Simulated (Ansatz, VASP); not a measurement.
## One calculation of BaTiO3, two programs

INCAR

```
ALGO = Normal
EDIFF = 1E-6
ENCUT = 520
GGA = PE
ISIF = 2
ISMEAR = -1
LASPH = T
LCHARG = F
LREAL = F
LWAVE = F
NBANDS = 28
NELM = 80
PREC = Accurate
SIGMA = 0.05
```

KPOINTS

```
k-points
0
Gamma
  9 9 9
```

Contents of POSCAR:

```
BaTiO3
1.0
    2.7711147944      1.5999038725      2.3177316080
   -2.7711147944      1.5999038725      2.3177316080
    0.0000000000     -3.1998077449      2.3177316080
Ba Ti O
1 1 3
Direct
    0.0000000000      0.0000000000      0.0000000000
    0.5140000000      0.5140000000      0.5140000000
    0.4916000000      0.4916000000      0.9815000000
    0.4916000000      0.9815000000      0.4916000000
    0.9815000000      0.4916000000      0.4916000000
```

Input for Ansatz:

```yaml
crystal:
  lattice:
    - [2.7711147944, 1.5999038725, 2.317731608]
    - [-2.7711147944, 1.5999038725, 2.317731608]
    - [0.0, -3.1998077449, 2.317731608]
  atoms:
    - { symbol: Ba, position: [0.0, 0.0, 0.0] }
    - { symbol: Ti, position: [0.514, 0.514, 0.514] }
    - { symbol: O, position: [0.4916, 0.4916, 0.9815] }
    - { symbol: O, position: [0.4916, 0.9815, 0.4916] }
    - { symbol: O, position: [0.9815, 0.4916, 0.4916] }
kpoints:
  mp_grid: { grid: [9, 9, 9] }
  band_path:
    path:
      - [0.0, 0.0, 0.0]
      - [0.5, 0.5, 0.5]
      - [0.5156677, 0.4843323, 0.5]
      - [0.5, -0.4843323, 0.4843323]
      - [0.5, 0.0, 0.0]
      - [0.0, 0.0, 0.0]
      - [0.49216615, -0.49216615, 0.0]
      - [0.50783385, 0.0, 0.49216615]
      - [0.5, 0.0, 0.5]
    npoints: 5
scf:
  occupations: { method: fermi_dirac, width: 0.05 }
hamiltonian:
  xc: pbe
  pseudopotentials: { kind: all_electron, lapw: { basis_error: 0.001 } }
output:
  forces: true
  stress: true
  eigenvalues: true
```

Change from the starting cell: equal xx and yy strain of -2 %.

Alike in both runs: task single point; functional PBE; k mesh 9 × 9 × 9; occupations fermi-dirac, width 0.05 eV; no spin polarisation.

```csv
,VASP,Ansatz
version,VASP 6.6.1,Ansatz 0.2.0
potentials or method,"VASP PAW PBE potentials, release 64 (Ba_sv, Ti_sv, O), cutoff 520 eV","all-electron LAPW, scalar-relativistic"
```

```csv
,VASP,Ansatz,Ansatz less VASP
gap on the k mesh at the Fermi level (eV),2.48,2.53,+0.052
pressure (GPa),15.2,13.1,-2.12
"traceless stress, the component that is largest in VASP (GPa)",-3.98,-3.80,+0.171
rms of the force components (eV/Å),0.290,0.262,-0.0276
```

Atom by atom the forces differ by 0.032 eV/Å (rms over components). Ansatz ran all-electron here, and VASP with PAW potentials.

Spin-orbit coupling is off throughout.
